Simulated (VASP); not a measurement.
## MgO: phonons with r2SCAN

The system is MgO.

```
Mg O
1.0
     0.00000    2.08806    2.08806
     2.08806    0.00000    2.08806
     2.08806    2.08806    0.00000
Mg O
1 1
Direct
  0.00000 0.00000 0.00000
  0.50000 0.50000 0.50000
```

This cell differs from its parent crystal: volume scaled by 0.980.

```json
{
 "Program": "VASP 6.6.1",
 "Task": "phonons",
 "Functional": "r2SCAN",
 "Potentials or basis": "VASP PAW PBE potentials, release 64 (Mg, O)",
 "Cutoff": "520 eV",
 "k mesh": "8 × 8 × 8",
 "Occupations": "gaussian, width 0.01 eV",
 "Spin": "no spin polarisation",
 "Dipole correction": "no",
 "Further INCAR settings": "ALGO = Normal; EDIFF = 1e-08; NBANDS = 11; IBRION = 6; POTIM = 0.015; NSW = 1"
}
```

- Highest phonon frequency at Γ, LO-TO splitting left out: 420 cm⁻¹

Phonon frequencies in cm⁻¹ (negative: imaginary):
```
              q point           frequencies
(0.000, 0.000, 0.000)  -2 -2 -2 420 420 420
```

Run time: 5.7 min on 1 thread of Intel Xeon 8259CL, on a shared host, peak memory 0.16 GiB.

Caveat: the cell wasn't relaxed at this level first, which shifts response properties.
